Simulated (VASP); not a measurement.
Wanted: the native input for a VASP 6.6.1 run.

- Task: single point
- Functional: LDA
- Potentials or basis: VASP PAW LDA potentials, release 64 (Ba_sv, Ti_sv, O)
- Cutoff: 520 eV
- k mesh: 7 × 7 × 7
- Occupations: fermi-dirac, width 0.05 eV
- Spin: no spin polarisation
- Dipole correction: no
- Further INCAR settings: ALGO = Normal; EDIFF = 1e-06; NBANDS = 28

The structure of BaTiO3 lies in POSCAR:

```
BaTiO3
1.0
    4.0587165717      0.0000000000      0.0000000000
    0.0000000000      4.0587165717      0.0000000000
    0.0000000000      0.0000000000      4.0587165717
Ba Ti O
1 1 3
Direct
    0.5000000000      0.5000000000      0.5000000000
    0.0000000000      0.0000000000      0.0000000000
    0.0000000000      0.0000000000      0.5000000000
    0.0000000000      0.5000000000      0.0000000000
    0.5000000000      0.0000000000      0.0000000000
```

One way to write it, as run:

INCAR

```
SYSTEM = BaTiO3
ALGO = Normal
EDIFF = 1E-6
ENCUT = 520
GGA = CA
ISIF = 2
ISMEAR = -1
LASPH = .TRUE.
LCHARG = .FALSE.
LREAL = .FALSE.
LWAVE = .FALSE.
NBANDS = 28
NELM = 100
PREC = Accurate
SIGMA = 0.05
```

KPOINTS

```
k-points
0
G
  7 7 7
  0 0 0
```

Potentials or basis: VASP PAW LDA potentials, release 64 (Ba_sv, Ti_sv, O).

Command:

```sh
$ cat potpaw_LDA.64/Ba_sv/POTCAR potpaw_LDA.64/Ti_sv/POTCAR potpaw_LDA.64/O/POTCAR > POTCAR
$ mpirun -np 1 vasp_std > vasp.out
```

It gave:

```yaml
Pressure: -13.0 GPa
Band_gap_on_the_k_mesh: 1.64 eV (least direct gap 1.76 eV)
```

Caveat: the cell stands under tension; spin-orbit coupling is left out, which moves the levels of the heavy elements; an odd mesh through Γ misses points on the zone boundary, where band edges can lie.

It took 50 s on 1 thread of Intel Xeon 8259CL (shared host), peak memory 0.17 GiB.
